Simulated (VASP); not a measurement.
Wanted: the native input for a VASP 6.6.1 run.

- Task: single point
- Functional: PBEsol
- Potentials or basis: VASP PAW PBE potentials, release 64 (Rh_pv)
- Cutoff: 520 eV
- k mesh: 21 × 21 × 12
- Occupations: gaussian, width 0.15 eV
- Spin: no spin polarisation
- Dipole correction: no
- Further INCAR settings: ALGO = Fast; EDIFF = 1e-06; NBANDS = 22

The structure of Rh lies in POSCAR:

```
Rh
1.0
    2.7244775207      0.0000000000      0.0000000000
   -1.3622387603      2.3594667449      0.0000000000
    0.0000000000      0.0000000000      4.0480287002
Rh
2
Direct
    0.6666666667      0.3333333333      0.7500000000
    0.3333333333      0.6666666667      0.2500000000
```

This isn't the form of Rh at room conditions, which is fcc.

One way to write it, as run:

INCAR

```
PREC = Accurate
ENCUT = 520
EDIFF = 1E-6
ISMEAR = 0
SIGMA = 0.15
LREAL = False
LASPH = True
NELM = 80
ALGO = Fast
ISIF = 2
LWAVE = False
LCHARG = True
GGA = PS
LELF = True
LVHAR = True
NBANDS = 22
```

KPOINTS

```
regular mesh
0
Gamma
  21 21 12
```

Potentials or basis: VASP PAW PBE potentials, release 64 (Rh_pv).

The run is started by

```bash
$ cat potpaw_PBE.64/Rh_pv/POTCAR > POTCAR
$ mpirun -np 1 vasp_std > vasp.out
```

Results of the run:

```
Pressure               : 16.1 GPa
Band gap on the k mesh : zero (bands 15 and 16 overlap by 2.31 eV)
```

Caveat: the stress differs along the axes, from 7 to 34 GPa; the PAW data sets were made with another functional, which shifts forces and pressure a little.

Run time: 6.1 min on 1 thread of AMD EPYC 7571 (shared host), peak memory 0.22 GiB.
